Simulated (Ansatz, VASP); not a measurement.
Two plane-wave programs on Sn2As

```xyz
3
Lattice="0.0000 3.5159 3.5159 3.5159 0.0000 3.5159 3.5159 3.5159 0.0000" Properties=species:S:1:pos:R:3 pbc="T T T"
Sn    1.7580    1.7580    1.7580
Sn    5.2739    5.2739    5.2739
As    0.0000    0.0000    0.0000
```

Change from the starting cell: species swapped into the K2Te type (Fm-3m, No. 225).

Alike in both runs: functional PBE; k mesh 12 × 12 × 12; occupations gaussian, width 0.1 eV; no spin polarisation.

Ansatz relaxed the structure, and its values are those at the end. VASP's run is a single point on that final structure, the one shown.

```csv
,VASP,Ansatz
version,VASP 6.6.1,Ansatz 0.2.0
potentials or method,"VASP PAW PBE potentials, release 64 (Sn_d, As), cutoff 520 eV","scalar-relativistic, plane waves, PAW"
valence electrons in the cell,33,43
```

|  | VASP | Ansatz | Ansatz less VASP |
| --- | --- | --- | --- |
| gap on the k mesh at the Fermi level (eV) | none | none | - |
| pressure (GPa) | 0.0 | 0.0 | -0.01 |

A gap of «none» marks a metal or a gap that the smearing closes. With one functional, cell and mesh, what is left measures potentials, basis and numerics. VASP's potentials hold 33 valence electrons a cell and Ansatz's 43, so a difference there can come from the potentials and not from the codes.
